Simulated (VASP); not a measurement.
# KBaLaWO6 (F-43m) in VASP: further runs

KBaLaWO6 is run at these levels: PBE; tasks: single point, relaxation of cell and atoms.

Program: VASP 6.6.1. These are calculated values, not measurements. Logs are shortened: lines on timing, memory, paths and dates and some standing lists are left out, and cuts for length are marked.

## 1. The cell of the first run

The structure is cubic, space group F-43m (No. 216). Conventional cell: a = 8.647 Å, b = 8.647 Å, c = 8.647 Å, α = 90.00°, β = 90.00°, γ = 90.00°. Ba (site symmetry -43m) has 12 O at 3.07 Å and 4 La at 3.74 Å and 4 W at 3.74 Å within 4.0 Å. K (site symmetry -43m) has 12 O at 3.07 Å and 4 La at 3.74 Å and 4 W at 3.74 Å within 4.0 Å. Within 3.1 Å of La (site symmetry -43m) lie 6 O at 2.38 Å. Within 2.6 Å of O (site symmetry 2mm) lie 1 W at 1.94 Å and 1 La at 2.38 Å. Within 2.6 Å of W (site symmetry -43m) lie 6 O at 1.94 Å.

## 2. Single point, PBE

File INCAR:

```
PREC     = Accurate       # precision mode
ENCUT    = 520            # plane-wave cutoff, eV
EDIFF    = 1E-6           # SCF threshold, eV
ISMEAR   = 0              # smearing method
SIGMA    = 0.02           # smearing width, eV
LREAL    = F              # projectors in reciprocal space
LASPH    = T              # aspherical terms in the spheres
NELM     = 100            # most SCF steps
ALGO     = Normal         # electronic algorithm
ISIF     = 2              # what is computed and relaxed
LWAVE    = F              # write WAVECAR
LCHARG   = F              # write CHGCAR
GGA      = PE             # functional
NBANDS   = 51             # bands
```

File KPOINTS:

```
regular mesh
0
Gamma
  6 6 6
```

File POSCAR:

```
KBaLaWO6
1.0
    0.0000000000      4.3234645662      4.3234645662
    4.3234645662      0.0000000000      4.3234645662
    4.3234645662      4.3234645662      0.0000000000
Ba K La O W
1 1 1 6 1
Direct
    0.2500000000      0.2500000000      0.2500000000
    0.7500000000      0.7500000000      0.7500000000
    0.0000000000      0.0000000000      0.0000000000
    0.7244329155      0.2755670845      0.2755670845
    0.2755670845      0.7244329155      0.7244329155
    0.2755670845      0.7244329155      0.2755670845
    0.7244329155      0.2755670845      0.7244329155
    0.2755670845      0.2755670845      0.7244329155
    0.7244329155      0.7244329155      0.2755670845
    0.5000000000      0.5000000000      0.5000000000
```

Potentials or basis: VASP PAW PBE potentials, release 64 (Ba_sv, K_sv, La, O, W_sv).

Started as:

```sh
$ cat potpaw_PBE.64/Ba_sv/POTCAR potpaw_PBE.64/K_sv/POTCAR potpaw_PBE.64/La/POTCAR potpaw_PBE.64/O/POTCAR potpaw_PBE.64/W_sv/POTCAR > POTCAR
$ mpirun -np 1 vasp_std > vasp.out
```

OUTCAR:

```text
PREC = Accurate
   ENCUT = 520
   EDIFF = 1E-6
   ISMEAR = 0
   LREAL = F
   LASPH = T
   NELM = 100
   ISIF = 2
   GGA = PE

 ion  position               nearest neighbor table
   1  0.250  0.250  0.250-   4 3.07   6 3.07   8 3.07   5 3.07   7 3.07   8 3.07   5 3.07   6 3.07
                             9 3.07   4 3.07   7 3.07   9 3.07   3 3.74  10 3.74   3 3.74  10 3.74
   2  0.750  0.750  0.750-   3 3.74   3 3.74   3 3.74   3 3.74
   3  0.000  0.000  0.000-   4 2.38   5 2.38   6 2.38   7 2.38   8 2.38   9 2.38   2 3.74   2 3.74
                             1 3.74   2 3.74   2 3.74   1 3.74   1 3.74   1 3.74
   4  0.724  0.276  0.276-  10 1.94   3 2.38   1 3.07   1 3.07
   5  0.276  0.724  0.724-  10 1.94   3 2.38   1 3.07   1 3.07
   6  0.276  0.724  0.276-  10 1.94   3 2.38   1 3.07   1 3.07
   7  0.724  0.276  0.724-  10 1.94   3 2.38   1 3.07   1 3.07
   8  0.276  0.276  0.724-  10 1.94   3 2.38   1 3.07   1 3.07
   9  0.724  0.724  0.276-  10 1.94   3 2.38   1 3.07   1 3.07
  10  0.500  0.500  0.500-   4 1.94   5 1.94   6 1.94   7 1.94   8 1.94   9 1.94   1 3.74   1 3.74
                             1 3.74   1 3.74

  LATTYP: Found a face centered cubic cell.
 ALAT       =     8.6469291324

  Lattice vectors:

 A1 = (   0.0000000000,   4.3234645662,   4.3234645662)
 A2 = (   4.3234645662,   0.0000000000,   4.3234645662)
 A3 = (   4.3234645662,   4.3234645662,   0.0000000000)

Analysis of symmetry for initial positions (statically):
=====================================================================
 Subroutine PRICEL returns:
 Original cell was already a primitive cell.

 Routine SETGRP: Setting up the symmetry group for a
 face centered cubic supercell.

 Subroutine GETGRP returns: Found 24 space group operations
 (whereof 24 operations were pure point group operations)
 out of a pool of 48 trial point group operations.

The static configuration has the point symmetry T_d .

Analysis of symmetry for dynamics (positions and initial velocities):
=====================================================================
 Subroutine PRICEL returns:
 Original cell was already a primitive cell.

 Routine SETGRP: Setting up the symmetry group for a
 face centered cubic supercell.

 Subroutine GETGRP returns: Found 24 space group operations
 (whereof 24 operations were pure point group operations)
 out of a pool of 48 trial point group operations.

The dynamic configuration has the point symmetry T_d .

 Subroutine INISYM returns: Found 24 space group operations
 (whereof 24 operations are pure point group operations),
 and found     1 'primitive' translations

----------------------------------------------------------------------------------------

                                     Primitive cell

  volume of cell :     161.6314

  direct lattice vectors                    reciprocal lattice vectors
     0.000000000  4.323464566  4.323464566    -0.115647993  0.115647993  0.115647993
     4.323464566  0.000000000  4.323464566     0.115647993 -0.115647993  0.115647993
     4.323464566  4.323464566  0.000000000     0.115647993  0.115647993 -0.115647993

  length of vectors
     6.114302226  6.114302226  6.114302226     0.200308200  0.200308200  0.200308200

  position of ions in fractional coordinates (direct lattice)
     0.250000000  0.250000000  0.250000000
     0.750000000  0.750000000  0.750000000
     0.000000000  0.000000000  0.000000000
     0.724432916  0.275567084  0.275567084
     0.275567084  0.724432916  0.724432916
     0.275567084  0.724432916  0.275567084
     0.724432916  0.275567084  0.724432916
     0.275567084  0.275567084  0.724432916
     0.724432916  0.724432916  0.275567084
     0.500000000  0.500000000  0.500000000

  ion indices of the primitive-cell ions
   primitive index   ion index
                 1           1
                 2           2
                 3           3
                 4           4
                 5           5
                 6           6
                 7           7
                 8           8
                 9           9
                10          10

----------------------------------------------------------------------------------------

 KPOINTS: regular mesh

Automatic generation of k-mesh.
 Grid dimensions read from file:
 generate k-points for:    6    6    6

 Generating k-lattice:

  Cartesian coordinates                     Fractional coordinates (reciprocal lattice)
    -0.019274666  0.019274666  0.019274666     0.166666667  0.000000000  0.000000000
     0.019274666 -0.019274666  0.019274666     0.000000000  0.166666667  0.000000000
     0.019274666  0.019274666 -0.019274666     0.000000000  0.000000000  0.166666667

  Length of vectors
     0.033384700  0.033384700  0.033384700

  Shift w.r.t. Gamma in fractional coordinates (k-lattice)
     0.000000000  0.000000000  0.000000000

 Subroutine IBZKPT returns following result:
 ===========================================

[... 53 lines left out ...]
  Fermi-wavevector in a.u.,A,eV,Ry     =   1.294980  2.447157 22.816591  1.676972
  Thomas-Fermi vector in A             =   2.426528
   LORBIT       =      0    0 simple, 1 ext, 2 COOP (PROOUT), +10 PAW based schemes
   GGA     = PE    functional components
   LHFCALC =     F    Hartree Fock is set to
   AEXX    =    0.0000 exact exchange contribution
   IVDW    =     0    specifies the selected vdW correction
   LEPSILON=     F    determine dielectric tensor
   LRPA    =     F    only Hartree local field effects (RPA)
 non-spin polarized calculation
 Gauss-broadening in eV      SIGMA  =   0.02
  energy-cutoff  :      520.00
  volume of cell :      161.63
 maximum number of plane-waves:      4376
 NGX is ok and might be reduce to    48

 number of electron      80.0000014 magnetization

 Free energy of the ion-electron system (eV)
  ---------------------------------------------------
  ext. energy  EPLUGINS =         0.00000000
  ---------------------------------------------------
  free energy    TOTEN  =       -77.24555440 eV

  energy without entropy =      -77.24555440  energy(sigma->0) =      -77.24555440

 E-fermi :   3.1494     XC(G=0): -10.0402

 val. band max:        2.8953139177   @ k =   0.0000   0.0000   0.0000
 cond. band min:       5.4483132750   @ k =   0.5000   0.5000   0.0000
 fundamental gap:      2.5529993573
 Fermi energy:         3.1494129937

 k-point     1 :       0.0000    0.0000    0.0000
  band No.  band energies     occupation
      1     -71.5026      2.00000
      2     -35.6648      2.00000
      3     -35.6648      2.00000
      4     -35.6648      2.00000
      5     -26.7163      2.00000
      6     -25.2931      2.00000
[... 43 lines left out ...]
     50       8.3089      0.00000
     51       8.4418      0.00000

 k-point     2 :       0.1667    0.0000    0.0000
  band No.  band energies     occupation
      1     -71.5026      2.00000
      2     -35.6649      2.00000
      3     -35.6648      2.00000
      4     -35.6648      2.00000
      5     -26.7155      2.00000
      6     -25.2933      2.00000
[... 43 lines left out ...]
     50       8.4501      0.00000
     51       8.4753      0.00000

 k-point     3 :       0.3333    0.0000    0.0000
  band No.  band energies     occupation
      1     -71.5026      2.00000
      2     -35.6649      2.00000
      3     -35.6648      2.00000
      4     -35.6648      2.00000
      5     -26.7138      2.00000
      6     -25.2937      2.00000
[... 43 lines left out ...]
     50       8.5184      0.00000
     51       8.8253      0.00000
[... 595 lines left out ...]
 k-point    15 :      -0.3333    0.3333    0.1667
  band No.  band energies     occupation
      1     -71.5026      2.00000
      2     -35.6649      2.00000
      3     -35.6649      2.00000
      4     -35.6648      2.00000
      5     -26.7126      2.00000
      6     -25.2942      2.00000
[... 43 lines left out ...]
     50       8.6892      0.00000
     51       8.8316      0.00000

 k-point    16 :      -0.3333    0.5000    0.1667
  band No.  band energies     occupation
      1     -71.5026      2.00000
      2     -35.6649      2.00000
      3     -35.6649      2.00000
      4     -35.6649      2.00000
      5     -26.7124      2.00000
      6     -25.2942      2.00000
[... 43 lines left out ...]
     50       8.6723      0.00000
     51       8.8993      0.00000

------------------------ aborting loop because EDIFF is reached ----------------------------------------

  FORCE on cell =-STRESS in cart. coord.  units (eV):
  Direction    XX          YY          ZZ          XY          YZ          ZX
  --------------------------------------------------------------------------------------
  -------------------------------------------------------------------------------------
  Total        0.7482780      0.7482780      0.7482780      0.0000000      0.0000000      0.0000000
  in kB        7.4173347      7.4173347      7.4173347      0.0000000      0.0000000      0.0000000
  external PRESSURE =       7.4173347 kB  Pullay stress =       0.0000000 kB

 VOLUME and BASIS-vectors are now :
 -----------------------------------------------------------------------------
  energy-cutoff  :      520.00
  volume of cell :      161.63
      direct lattice vectors                 reciprocal lattice vectors
     0.000000000  4.323464566  4.323464566    -0.115647993  0.115647993  0.115647993
     4.323464566  0.000000000  4.323464566     0.115647993 -0.115647993  0.115647993
     4.323464566  4.323464566  0.000000000     0.115647993  0.115647993 -0.115647993

 POSITION                                       TOTAL-FORCE (eV/Angst)
 -----------------------------------------------------------------------------------
      2.16173      2.16173      2.16173        -0.000000      0.000000     -0.000000
      6.48520      6.48520      6.48520        -0.000000      0.000000     -0.000000
      0.00000      0.00000      0.00000        -0.000000      0.000000     -0.000000
      2.38281      4.32346      4.32346        -0.168886      0.000000     -0.000000
      6.26412      4.32346      4.32346         0.168886      0.000000     -0.000000
      4.32346      2.38281      4.32346         0.000000     -0.168886     -0.000000
      4.32346      6.26412      4.32346         0.000000      0.168886     -0.000000
      4.32346      4.32346      2.38281         0.000000      0.000000     -0.168886
      4.32346      4.32346      6.26412         0.000000      0.000000      0.168886
      4.32346      4.32346      4.32346        -0.000000      0.000000     -0.000000
 -----------------------------------------------------------------------------------
    total drift:                                0.000000      0.000000      0.000000

  FREE ENERGIE OF THE ION-ELECTRON SYSTEM (eV)
  ---------------------------------------------------
  free  energy   TOTEN  =       -77.2455543991 eV

  energy  without entropy=      -77.2455543991  energy(sigma->0) =      -77.24555440
```

Run time: 1.7 min. Hardware: 1 thread of Intel Xeon 6975P-C (Granite Rapids), shared host; peak memory 0.43 GiB.

Results:

* Free energy: -77.2456 eV
* Pressure: 0.7 GPa
* Largest force: 0.169 eV/Å
* Band gap on the k mesh: 2.55 eV, indirect (least direct gap 2.59 eV)

Forces on the atoms (eV/Å):
```
Ba   0.000  0.000  0.000
K    0.000  0.000  0.000
La   0.000  0.000  0.000
O   -0.169  0.000  0.000
O    0.169  0.000  0.000
O    0.000 -0.169  0.000
O    0.000  0.169  0.000
O    0.000  0.000 -0.169
O    0.000  0.000  0.169
W    0.000  0.000  0.000
```

Caveat: spin-orbit coupling is left out, which moves the levels of the heavy elements.

## 3. Relaxation of cell and atoms, PBE

This run uses another cell than the first one, of 16.56 Å³/atom, 1.025 times its volume.

File INCAR:

```
PREC = Accurate
ENCUT = 600
EDIFF = 1E-6
ISMEAR = 0
SIGMA = 0.02
LREAL = F
LASPH = T
NELM = 100
ALGO = Normal
ISIF = 3
LWAVE = F
LCHARG = F
GGA = PE
IBRION = 2
NSW = 100
EDIFFG = -0.005
```

File KPOINTS:

```
Automatic mesh
0
Gamma
  6 6 6
```

File POSCAR:

```
KBaLaWO6
1.0
    0.0000000000      4.3589806500      4.3589806500
    4.3589806500      0.0000000000      4.3589806500
    4.3589806500      4.3589806500      0.0000000000
Ba K La O W
1 1 1 6 1
Direct
    0.2500000000      0.2500000000      0.2500000000
    0.7500000000      0.7500000000      0.7500000000
    0.0000000000      0.0000000000      0.0000000000
    0.7254858600      0.2745141400      0.2745141400
    0.2745141400      0.7254858600      0.7254858600
    0.2745141400      0.7254858600      0.2745141400
    0.7254858600      0.2745141400      0.7254858600
    0.2745141400      0.2745141400      0.7254858600
    0.7254858600      0.7254858600      0.2745141400
    0.5000000000      0.5000000000      0.5000000000
```

Potentials or basis: VASP PAW PBE potentials, release 64 (Ba_sv, K_sv, La, O, W_sv).

Started as:

```sh
$ cat potpaw_PBE.64/Ba_sv/POTCAR potpaw_PBE.64/K_sv/POTCAR potpaw_PBE.64/La/POTCAR potpaw_PBE.64/O/POTCAR potpaw_PBE.64/W_sv/POTCAR > POTCAR
$ mpirun -np 1 vasp_std > vasp.out
```

Run time: 8.3 min. Hardware: 1 thread of Intel Xeon 6975P-C (Granite Rapids), shared host; peak memory 0.49 GiB.

It converged, with:

```yaml
Free_energy: -77.2699 eV
Relaxed_volume: 16.20 Å³/atom
Relaxed_cell: a = 6.119 Å, b = 6.119 Å, c = 6.119 Å, α = 60.00°, β = 60.00°, γ = 60.00°
Space_group_after_relaxing_to_0.05_Å: F-43m (No. 216)
Energy_gained_by_relaxing: 4.4 meV/atom
Ionic_steps: 7
Pressure_after_relaxing: 0.0 GPa
Largest_force_after_relaxing: 0.005 eV/Å
Band_gap_on_the_k_mesh: 2.54 eV, indirect (least direct gap 2.58 eV)
```

Forces in eV/Å, atoms in the order of the input:
```
Ba   0.000  0.000  0.000
K    0.000  0.000  0.000
La   0.000  0.000  0.000
O   -0.005  0.000  0.000
O    0.005  0.000  0.000
O    0.000 -0.005  0.000
O    0.000  0.005  0.000
O    0.000  0.000 -0.005
O    0.000  0.000  0.005
W    0.000  0.000  0.000
```

Step by step:
```csv
step,energy change (eV),largest force (eV/Å),pressure (GPa),volume (Å³)
1,0.0000,0.4326,-3.15,165.65
2,0.0571,0.9399,4.82,157.96
3,-0.0428,0.0695,-0.22,162.51
4,-0.0428,0.0805,-0.17,162.45
5,-0.0436,0.0093,0.07,161.95
6,-0.0436,0.0063,0.04,162.04
7,-0.0436,0.0048,0.03,162.03
```

Final structure:
```cif
data_structure
_symmetry_space_group_name_H-M 'P 1'
_symmetry_Int_Tables_number 1
_cell_length_a 6.1193
_cell_length_b 6.1193
_cell_length_c 6.1193
_cell_angle_alpha 60.000
_cell_angle_beta 60.000
_cell_angle_gamma 60.000
_cell_volume 162.03
loop_
_atom_site_label
_atom_site_type_symbol
_atom_site_fract_x
_atom_site_fract_y
_atom_site_fract_z
_atom_site_occupancy
Ba1 Ba 0.25000 0.25000 0.25000 1
K1 K 0.75000 0.75000 0.75000 1
La1 La 0.00000 0.00000 0.00000 1
O1 O 0.72482 0.27518 0.27518 1
O2 O 0.27518 0.72482 0.72482 1
O3 O 0.27518 0.72482 0.27518 1
O4 O 0.72482 0.27518 0.72482 1
O5 O 0.27518 0.27518 0.72482 1
O6 O 0.72482 0.72482 0.27518 1
W1 W 0.50000 0.50000 0.50000 1
```

Levels at points of the mesh, in eV from the valence-band top:
| k point | band 37 | band 38 | band 39 | band 40 | band 41 | band 42 | band 43 | band 44 |
| --- | --- | --- | --- | --- | --- | --- | --- | --- |
| (0.00, 0.00, 0.00) | -0.56 | 0.00 | 0.00 | 0.00 | 2.68 | 2.68 | 2.68 | 5.07 |
| (0.50, 0.00, 0.00) | -0.77 | -0.37 | -0.37 | -0.29 | 3.41 | 3.43 | 3.43 | 5.21 |
| (0.50, 0.50, 0.00) | -0.58 | -0.50 | -0.50 | -0.04 | 2.54 | 3.94 | 3.94 | 5.19 |

Caveat: spin-orbit coupling is left out, which moves the levels of the heavy elements. As with any semilocal functional, this PBE gap is likely too small.

## 4. Single point, PBE

This run uses another cell than the first one: it holds 20 atoms, not 10.

File INCAR:

```
SYSTEM = KBaLaWO6
PREC = Accurate
ENCUT = 520
EDIFF = 1E-6
ISMEAR = 0
SIGMA = 0.02
LREAL = Auto
LASPH = .True.
NELM = 100
ALGO = Normal
ISIF = 2
LWAVE = .False.
LCHARG = .True.
GGA = PE
LELF = .True.
LVHAR = .True.
NBANDS = 96
```

File KPOINTS:

```
Automatic mesh
0
Gamma
  2 2 2
  0.5 0.5 0.5
```

File POSCAR:

```
KBaLaWO6
1.0
    0.0000000000     -4.3234645662      4.3234645662
    0.0000000000      4.3234645662      4.3234645662
   -8.6469291325      0.0000000000      0.0000000000
Ba K La O W
2 2 2 12 2
Direct
    0.0000000000      0.5000000000      0.7500000000
    0.5000000000      0.0000000000      0.2500000000
    0.0000000000      0.5000000000      0.2500000000
    0.5000000000      0.0000000000      0.7500000000
    0.5000000000      0.5000000000      0.5000000000
    0.0000000000      0.0000000000      0.0000000000
    1.0000000000      0.0000000000      0.7244329155
    0.5000000000      0.5000000000      0.2244329155
    0.0000000000      0.0000000000      0.2755670845
    0.5000000000      0.5000000000      0.7755670845
    0.2244329155      0.7755670845      0.5000000000
    0.7244329155      0.2755670845      0.0000000000
    0.7755670845      0.2244329155      0.5000000000
    0.2755670845      0.7244329155      0.0000000000
    0.7755670845      0.7755670845      0.5000000000
    0.2755670845      0.2755670845      0.0000000000
    0.2244329155      0.2244329155      0.5000000000
    0.7244329155      0.7244329155      0.0000000000
    0.0000000000      0.0000000000      0.5000000000
    0.5000000000      0.5000000000      0.0000000000
```

Started as:

```sh
$ cat potpaw_PBE.64/Ba_sv/POTCAR potpaw_PBE.64/K_sv/POTCAR potpaw_PBE.64/La/POTCAR potpaw_PBE.64/O/POTCAR potpaw_PBE.64/W_sv/POTCAR > POTCAR
$ mpirun -np 1 vasp_std > vasp.out
```

Run time: 53 s. Hardware: 1 thread of Intel Xeon 6975P-C (Granite Rapids), shared host; peak memory 0.4 GiB.

The run converged, but its numbers aren't listed here, since they failed a check.

Caveat: the result breaks the symmetry of the cell; spin-orbit coupling is left out, which moves the levels of the heavy elements.
